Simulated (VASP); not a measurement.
Here is a VASP 6.6.1 calculation.

The input INCAR:

```
  ALGO = Normal
  EDIFF = 1E-7
  ENCUT = 520
  GGA = PS
  ISIF = 2
  ISMEAR = 0
  LASPH = T
  LCHARG = T
  LELF = T
  LREAL = F
  LVHAR = T
  LWAVE = F
  NBANDS = 31
  NELM = 60
  PREC = Accurate
  SIGMA = 0.1
```

Contents of KPOINTS:

```
k-points
0
Gamma
  12 12 6
```

Contents of POSCAR:

```
Si2Mo
1.0
    3.0943680664      0.0000000000      0.0000000000
    0.0000000000      3.2176193429      0.0000000000
    0.0000000000      0.0000000000      7.8546132024
Si Mo
4 2
Direct
    0.0000000000      0.0000000000      0.3349767209
    0.5000000000      0.5000000000      0.1650232791
    0.5000000000      0.5000000000      0.8349767209
    0.0000000000      0.0000000000      0.6650232791
    0.0000000000      0.0000000000      0.0000000000
    0.5000000000      0.5000000000      0.5000000000
```

Potentials or basis: VASP PAW PBE potentials, release 64 (Si, Mo_sv).

Command:

```bash
$ cat potpaw_PBE.64/Si/POTCAR potpaw_PBE.64/Mo_sv/POTCAR > POTCAR
$ mpirun -np 1 vasp_std > vasp.out
```

Question: Predict the pressure.

Answer: 4.3 GPa.

Question: Predict the band gap on the k mesh.

Answer: Zero (band 22 reaches 13.20 eV, above the bottom of band 23 at 12.35 eV).

Question: Predict the largest force.

Answer: 0.011 eV/Å.

Stress tensor (GPa, compression positive):
```
11.98  0.00  0.00
 0.00  0.41  0.00
 0.00  0.00  0.41
```

Caveat: the cell differs from its parent crystal (uniaxial strain along a: -3.0 %, then relaxed in part); the PAW data sets were made with another functional, which shifts forces and pressure a little.
